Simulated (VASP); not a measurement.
Write the native input for VASP 6.6.1 that does the following.

```yaml
Task: single point
Functional: PBE
Potentials_or_basis: VASP PAW PBE potentials, release 64 (Ga_d, P)
Cutoff: 520 eV
k_mesh: 8 × 8 × 8
Occupations: gaussian, width 0.05 eV
Spin: no spin polarisation
Dipole_correction: no
Further_INCAR_settings: ALGO = Normal; EDIFF = 1e-06; NBANDS = 16
```

The structure of GaP lies in POSCAR:

```
GaP
1.0
    0.0000000000      2.8070075000      2.7252500000
    2.7252500000      0.0000000000      2.7252500000
    2.7252500000      2.8070075000      0.0000000000
Ga P
1 1
Direct
    0.0000000000      0.0000000000      0.0000000000
    0.7500000000      0.7500000000      0.7500000000
```

This cell differs from its parent crystal: strain +0.0300 x Voigt [0, 1, 0, 0, 0, 0].

The input as run:

INCAR

```
SYSTEM = GaP
PREC = Accurate
ENCUT = 520
EDIFF = 1E-6
ISMEAR = 0
SIGMA = 0.05
LREAL = .False.
LASPH = .True.
NELM = 60
ALGO = Normal
ISIF = 2
LWAVE = .False.
LCHARG = .False.
GGA = PE
NBANDS = 16
```

KPOINTS

```
Automatic mesh
0
Gamma
  8 8 8
  0 0 0
```

Potentials or basis: VASP PAW PBE potentials, release 64 (Ga_d, P).

Launch:

```sh
$ cat potpaw_PBE.64/Ga_d/POTCAR potpaw_PBE.64/P/POTCAR > POTCAR
$ mpirun -np 1 vasp_std > vasp.out
```

It gave:

The pressure is 0.0 GPa. The band gap on the k mesh is 1.51 eV, indirect (least direct gap 1.52 eV).

Caveat: the cell differs from its parent crystal (strain +0.0300 x Voigt [0, 1, 0, 0, 0, 0]).

It took 76 s on 1 thread of AMD EPYC 7R13, on a shared host, peak memory 0.16 GiB.
